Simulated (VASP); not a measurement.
# Na (P-1) in VASP: electric field gradients with PBEsol

Aim: the electric field gradients of Na with PBEsol.

Everything below comes from runs of VASP 6.6.1. Logs are shortened: lines on timing, memory, paths and dates and some standing lists are left out, and cuts for length are marked.

### Step 1. The cell of the first run

The typed cell holds 2 atoms: a = 3.767 Å, b = 3.800 Å, c = 6.155 Å, α = 90.41°, β = 91.14°, γ = 120.85°.

### Step 2. Electric field gradients, PBEsol (equal xy, yz and zx shear strains of -2 %)

The input, INCAR:

```
SYSTEM = Na
PREC = Accurate ; ENCUT = 520
EDIFF = 1E-8 ; ISMEAR = -1
SIGMA = 0.05 ; LREAL = .FALSE.
LASPH = .TRUE. ; NELM = 60
ALGO = Normal ; ISIF = 2
LWAVE = .FALSE. ; LCHARG = .FALSE.
GGA = PS ; LEFG = .TRUE.
NBANDS = 14
```

The input, KPOINTS:

```
regular mesh
0
G
  13 13 7
  0 0 0
```

The input, POSCAR:

```
Na
1.0
    3.7670009976     -0.0376700100     -0.0376700100
   -1.9161236844      3.2811535650     -0.0137881806
   -0.0615400000     -0.0615400000      6.1540000000
Na
2
Direct
    0.3333333333      0.6666666667      0.2500000000
    0.6666666667      0.3333333333      0.7500000000
```

Potentials or basis: VASP PAW PBE potentials, release 64 (Na_pv).

Command:

```bash
$ cat potpaw_PBE.64/Na_pv/POTCAR > POTCAR
$ mpirun -np 1 vasp_std > vasp.out
```

OUTCAR:

```text
SYSTEM = Na
   PREC = Accurate
   ENCUT = 520
   EDIFF = 1E-8
   ISMEAR = -1
   LREAL = .FALSE.
   LASPH = .TRUE.
   NELM = 60
   ISIF = 2
   GGA = PS

 ion  position               nearest neighbor table
   1  0.333  0.667  0.250-
   2  0.667  0.333  0.750-

  LATTYP: Found a triclinic cell.
 ALAT       =     3.7347798256
 B/A-ratio  =     1.0087281861
 C/A-ratio  =     1.6479191965
 COS(alpha) =     0.0198960208
 COS(beta)  =     0.0274156886
 COS(gamma) =     0.4869832429

  Lattice vectors:

 A1 = (   1.8508773132,   3.2434835550,  -0.0514581906)
 A2 = (   3.7670009976,  -0.0376700100,  -0.0376700100)
 A3 = (   0.0615400000,   0.0615400000,  -6.1540000000)

Analysis of symmetry for initial positions (statically):
=====================================================================
 Subroutine PRICEL returns:
 Original cell was already a primitive cell.

 Routine SETGRP: Setting up the symmetry group for a
 triclinic supercell.

 Subroutine GETGRP returns: Found  2 space group operations
 (whereof  2 operations were pure point group operations)
 out of a pool of  2 trial point group operations.

The static configuration has the point symmetry S_2 .

Analysis of symmetry for dynamics (positions and initial velocities):
=====================================================================
 Subroutine PRICEL returns:
 Original cell was already a primitive cell.

 Routine SETGRP: Setting up the symmetry group for a
 triclinic supercell.

 Subroutine GETGRP returns: Found  2 space group operations
 (whereof  2 operations were pure point group operations)
 out of a pool of  2 trial point group operations.

The dynamic configuration has the point symmetry S_2 .

 Subroutine INISYM returns: Found  2 space group operations
 (whereof  2 operations are pure point group operations),
 and found     1 'primitive' translations

----------------------------------------------------------------------------------------

                                     Primitive cell

  volume of cell :      75.6046

  direct lattice vectors                    reciprocal lattice vectors
     3.767000998 -0.037670010 -0.037670010     0.267065249  0.155978185  0.004230434
    -1.916123684  3.281153565 -0.013788181     0.003096893  0.306592395  0.003096893
    -0.061540000 -0.061540000  6.154000000     0.001641705  0.001641705  0.162528772

  length of vectors
     3.767377679  3.799695883  6.154615369     0.309307191  0.306623675  0.162545354

  position of ions in fractional coordinates (direct lattice)
     0.333333333  0.666666667  0.250000000
     0.666666667  0.333333333  0.750000000

  ion indices of the primitive-cell ions
   primitive index   ion index
                 1           1
                 2           2

----------------------------------------------------------------------------------------

 KPOINTS: regular mesh

Automatic generation of k-mesh.
 Grid dimensions read from file:
 generate k-points for:   13   13    7

 Generating k-lattice:

  Cartesian coordinates                     Fractional coordinates (reciprocal lattice)
     0.020543481  0.011998322  0.000325418     0.076923077  0.000000000  0.000000000
     0.000238223  0.023584030  0.000238223     0.000000000  0.076923077  0.000000000
     0.000234529  0.000234529  0.023218396     0.000000000 -0.000000000  0.142857143

  Length of vectors
     0.023792861  0.023586437  0.023220765

  Shift w.r.t. Gamma in fractional coordinates (k-lattice)
     0.000000000  0.000000000  0.000000000

 Subroutine IBZKPT returns following result:
 ===========================================

 Found    592 irreducible k-points:

 Following reciprocal coordinates:
            Coordinates               Weight
  0.000000  0.000000  0.000000      1.000000
  0.076923 -0.000000 -0.000000      2.000000
  0.153846 -0.000000  0.000000      2.000000
  0.230769 -0.000000  0.000000      2.000000
  0.307692 -0.000000  0.000000      2.000000
  0.384615 -0.000000 -0.000000      2.000000
[... 16 lines left out ...]
  0.153846  0.153846  0.000000      2.000000
  0.230769  0.153846 -0.000000      2.000000
 [... further k-points ...]
   k-points           NKPTS =    592   k-points in BZ     NKDIM =    592   number of bands    NBANDS=     14
   number of dos      NEDOS =    301   number of ions     NIONS =      2
   total plane-waves  NPLWV =  37632
   dimension x,y,z NGX =    28 NGY =   28 NGZ =   48
   dimension x,y,z NGXF=    56 NGYF=   56 NGZF=   96
   ions per type =               2
   NGX,Y,Z   is equivalent  to a cutoff of  12.36, 12.25, 12.97 a.u.
   NGXF,Y,Z  is equivalent  to a cutoff of  24.71, 24.50, 25.93 a.u.
 SYSTEM =  Na
   PREC   = accura    normal or accurate (medium, high low for compatibility)
   ISTART =      0    job   : 0-new  1-cont  2-samecut
   ICHARG =      2    charge: 1-file 2-atom 10-const
   ISPIN  =      1    spin polarized calculation?
   LNONCOLLINEAR =      F non collinear calculations
   LSORBIT =      F    spin-orbit coupling
   LASPH  =      T    aspherical Exc in radial PAW
   ENCUT  =  520.0 eV  38.22 Ry    6.18 a.u.   7.00  7.06 11.44*2*pi/ulx,y,z
   NELM   =     60;   NELMIN=  2; NELMDL= -5     # of ELM steps
   EDIFF  = 0.1E-07   stopping-criterion for ELM
   LREAL  =      F    real-space projection
   EDIFFG = 0.1E-06   stopping-criterion for IOM
   NSW    =      0    number of steps for IOM
   IBRION =     -1    ionic relax: 0-MD 1-quasi-New 2-CG
   NFREE  =      0    steps in history (QN), initial steepest desc. (CG)
   ISIF   =      2    stress and relaxation
   ISYM   =      2    0-nonsym 1-usesym 2-fastsym
   POTIM  = 0.5000    time-step for ionic-motion
   TEBEG  =    0.0;   TEEND  =   0.0 temperature during run
   PSTRESS=    0.0 pullay stress
   NELECT =      14.0000    total number of electrons
   NUPDOWN=      -1.0000    fix difference up-down
   EMIN   =  10.00;   EMAX   =-10.00  energy-range for DOS
   EFERMI =   0.00;   METHOD = LEGACY
   ISMEAR =    -1;   SIGMA  =   0.05  broadening in eV -4-tet -1-fermi 0-gaus
   EFERMI_NEDOS =   21; number of points for ismear=-14 and -15
   IALGO  =     38    algorithm
   IMIX   =      4    mixing-type and parameters
     AMIX     =   0.40;   BMIX     =  1.00
     AMIX_MAG =   1.60;   BMIX_MAG =  1.00
  volume/ion in A,a.u.               =      37.80       255.10
  Fermi-wavevector in a.u.,A,eV,Ry     =   0.933114  1.763330 11.846616  0.870702
  Thomas-Fermi vector in A             =   2.059782
   LORBIT       =      0    0 simple, 1 ext, 2 COOP (PROOUT), +10 PAW based schemes
   GGA     = PS    functional components
   LHFCALC =     F    Hartree Fock is set to
   AEXX    =    0.0000 exact exchange contribution
   IVDW    =     0    specifies the selected vdW correction
   LEPSILON=     F    determine dielectric tensor
   LRPA    =     F    only Hartree local field effects (RPA)
 non-spin polarized calculation
  energy-cutoff  :      520.00
  volume of cell :       75.60
 maximum number of plane-waves:      2053
   NGX = 13   NGY = 15   NGZ = 23

 number of electron      14.0000008 magnetization

 Free energy of the ion-electron system (eV)
  ---------------------------------------------------
  ext. energy  EPLUGINS =         0.00000000
  ---------------------------------------------------
  free energy    TOTEN  =        -2.79858087 eV

  energy without entropy =       -2.79013695  energy(sigma->0) =       -2.79435891

 E-fermi :   0.2454     XC(G=0):  -6.4493

 val. band max:        0.2422609695   @ k =  -0.2308  -0.0769   0.2857
 cond. band min:       0.2467817684   @ k =   0.1538   0.4615  -0.0000
 fundamental gap:      0.0045207988
 Fermi energy:         0.2453990486

 k-point     1 :       0.0000    0.0000    0.0000
  band No.  band energies     occupation
      1     -24.5789      2.00000
      2     -24.5508      2.00000
      3     -24.5505      2.00000
      4     -24.5463      2.00000
      5     -24.5459      2.00000
      6     -24.5456      2.00000
      7      -2.9870      2.00000
      8       0.7932      0.00003
      9       1.1994      0.00000
     10       9.9627      0.00000
     11      10.2795      0.00000
     12      10.2855      0.00000
     13      10.5328      0.00000
     14      10.7376      0.00000

 k-point     2 :       0.0769   -0.0000   -0.0000
  band No.  band energies     occupation
      1     -24.5782      2.00000
      2     -24.5523      2.00000
      3     -24.5510      2.00000
      4     -24.5478      2.00000
      5     -24.5462      2.00000
      6     -24.5459      2.00000
      7      -2.8990      2.00000
      8       0.8692      0.00001
      9       1.2874      0.00000
     10       8.7898      0.00000
     11       9.2779      0.00000
     12       9.8210      0.00000
     13      11.1221      0.00000
     14      11.3810      0.00000

 k-point     3 :       0.1538   -0.0000    0.0000
  band No.  band energies     occupation
      1     -24.5764      2.00000
      2     -24.5564      2.00000
      3     -24.5524      2.00000
      4     -24.5519      2.00000
      5     -24.5470      2.00000
      6     -24.5466      2.00000
      7      -2.6360      2.00000
      8       1.0981      0.00000
      9       1.5477      0.00000
     10       7.0479      0.00000
     11       8.5569      0.00000
     12       8.9136      0.00000
     13      10.3232      0.00000
     14      11.2719      0.00000
[... 324 lines left out ...]
 k-point    23 :       0.1538    0.1538    0.0000
  band No.  band energies     occupation
      1     -24.5720      2.00000
      2     -24.5636      2.00000
      3     -24.5624      2.00000
      4     -24.5539      2.00000
      5     -24.5495      2.00000
      6     -24.5486      2.00000
      7      -1.9410      2.00000
      8       1.7127      0.00000
      9       2.2089      0.00000
     10       5.3071      0.00000
     11       5.7829      0.00000
     12       8.6860      0.00000
     13       8.9013      0.00000
     14       9.3909      0.00000

 k-point    24 :       0.2308    0.1538   -0.0000
  band No.  band energies     occupation
      1     -24.5695      2.00000
      2     -24.5679      2.00000
      3     -24.5666      2.00000
      4     -24.5564      2.00000
      5     -24.5515      2.00000
      6     -24.5504      2.00000
      7      -1.3374      2.00000
      8       2.2521      0.00000
      9       2.7122      0.00000
     10       4.1099      0.00000
     11       5.0574      0.00000
     12       7.3623      0.00000
     13       8.2049      0.00000
     14       8.3618      0.00000

 [... further k-points ...]
[... 5 lines left out ...]
  --------------------------------------------------------------------------------------
  -------------------------------------------------------------------------------------
  Total       -0.1482738     -0.1487030     -0.0963814      0.0322139      0.0352245      0.0349396
  in kB       -3.1421486     -3.1512440     -2.0424680      0.6826622      0.7464618      0.7404238
  external PRESSURE =      -2.7786202 kB  Pullay stress =       0.0000000 kB

 VOLUME and BASIS-vectors are now :
 -----------------------------------------------------------------------------
  energy-cutoff  :      520.00
  volume of cell :       75.60
      direct lattice vectors                 reciprocal lattice vectors
     3.767000998 -0.037670010 -0.037670010     0.267065249  0.155978185  0.004230434
    -1.916123684  3.281153565 -0.013788181     0.003096893  0.306592395  0.003096893
    -0.061540000 -0.061540000  6.154000000     0.001641705  0.001641705  0.162528772

 POSITION                                       TOTAL-FORCE (eV/Angst)
 -----------------------------------------------------------------------------------
     -0.03713      2.15949      1.51675         0.008102      0.000189      0.000815
      1.82647      1.02245      4.58579        -0.008102     -0.000189     -0.000815
 -----------------------------------------------------------------------------------
    total drift:                                0.000000     -0.000000      0.000000

  FREE ENERGIE OF THE ION-ELECTRON SYSTEM (eV)
  ---------------------------------------------------
  free  energy   TOTEN  =        -2.7985808690 eV

  energy  without entropy=       -2.7901369470  energy(sigma->0) =       -2.79435891

 Electric field gradients (V/A^2)
---------------------------------------------------------------------
 ion       V_xx      V_yy      V_zz      V_xy      V_xz      V_yz
---------------------------------------------------------------------
   1       0.099     0.123    -0.222     0.121     0.020     0.018
   2       0.099     0.123    -0.222     0.121     0.020     0.018
---------------------------------------------------------------------

 Electric field gradients after diagonalization (V/A^2)
 (convention: |V_zz| > |V_xx| > |V_yy|)
----------------------------------------------------------------------
 ion       V_xx      V_yy      V_zz     asymmetry (V_yy - V_xx)/ V_zz
----------------------------------------------------------------------
   1      -0.224    -0.011     0.234       0.909
   2      -0.224    -0.011     0.234       0.909
----------------------------------------------------------------------

           NMR quadrupolar parameters

 Cq : quadrupolar parameter    Cq=e*Q*V_zz/h
 eta: asymmetry parameters     (V_yy - V_xx)/ V_zz
 Q  : nuclear electric quadrupole moment in mb (millibarn)
----------------------------------------------------------------------
 ion       Cq(MHz)       eta       Q (mb)
----------------------------------------------------------------------
   1       0.001       0.909       1.000
   2       0.001       0.909       1.000
----------------------------------------------------------------------
```

Run time: 12 min. Hardware: 1 thread of Intel Xeon 8259CL, shared host; peak memory 0.53 GiB.

Results:

- Free energy: -2.7986 eV
- Pressure: -0.3 GPa
- Largest force: 0.008 eV/Å
- Band gap on the k mesh: zero (bands 7 and 8 overlap by 3.48 eV)
- Largest electric field gradient by atom: Na +0.23 V/Å²

Forces on the atoms (eV/Å):
```
Na   0.008  0.000  0.001
Na  -0.008  0.000 -0.001
```

Caveat: the cell differs from its parent crystal (equal xy, yz and zx shear strains of -2 %); without QUAD_EFG the Cq values of the log hold for a quadrupole moment of 1 mb, not for the nuclei; the PAW data sets were made with another functional, which shifts forces and pressure a little.
